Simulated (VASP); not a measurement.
The system is LaAl2BRu2.

```
La Al B Ru
1.0
     4.21050    0.00000    0.00000
     0.00000    4.21050    0.00000
     0.00000    0.00000    5.66130
La Al B Ru
1 2 1 2
Direct
  0.00000 0.00000 0.50000
  0.50000 0.50000 0.25370
  0.50000 0.50000 0.74630
  0.00000 0.00000 0.00000
  0.00000 0.50000 0.00000
  0.50000 0.00000 0.00000
```

```yaml
Program: VASP 6.6.1
Task: relaxation of cell and atoms
Functional: PBEsol
Potentials_or_basis: VASP PAW PBE potentials, release 64 (La, Al, B, Ru_pv)
Cutoff: 600 eV
k_mesh: 8 × 8 × 6
Occupations: methfessel-paxton, width 0.2 eV
Spin: no spin polarisation
```

At the start: pressure -2.6 GPa; volume 16.73 Å³/atom.

Task: Where does the relaxation end?

Result: Over 13 steps the energy falls by 2.5 meV/atom and the volume is 16.42 Å³/atom (-1.8 %); space group P4/mmm (No. 123, to 0.1 Å) before and after.

Step by step:
```tsv
step	energy change (eV)	largest force (eV/Å)	pressure (GPa)	volume (Å³)
1	0.0000	0.0584	-2.64	100.37
2	0.0129	0.2324	3.83	96.42
3	-0.0144	0.0595	-0.05	98.68
4	-0.0144	0.0618	0.01	98.65
5	-0.0148	0.0353	0.01	98.57
6	-0.0149	0.0156	0.04	98.51
7	-0.0149	0.0197	0.06	98.52
8	-0.0149	0.0047	-0.08	98.59
9	-0.0149	0.0030	-0.04	98.57
10	-0.0149	0.0033	0.00	98.57
11	-0.0149	0.0037	-0.06	98.57
12	-0.0149	0.0095	0.05	98.52
13	-0.0149	0.0015	-0.01	98.55
```

Final structure:
```
La Al B Ru
1.0
     4.18676    0.00000    0.00000
     0.00000    4.18676    0.00000
     0.00000    0.00000    5.62207
La Al B Ru
1 2 1 2
Direct
  0.00000 0.00000 0.50000
  0.50000 0.50000 0.25441
  0.50000 0.50000 0.74559
  0.00000 0.00000 0.00000
  0.00000 0.50000 0.00000
  0.50000 0.00000 0.00000
```

Caveat: the PAW data sets were made with another functional, which shifts forces and pressure a little.
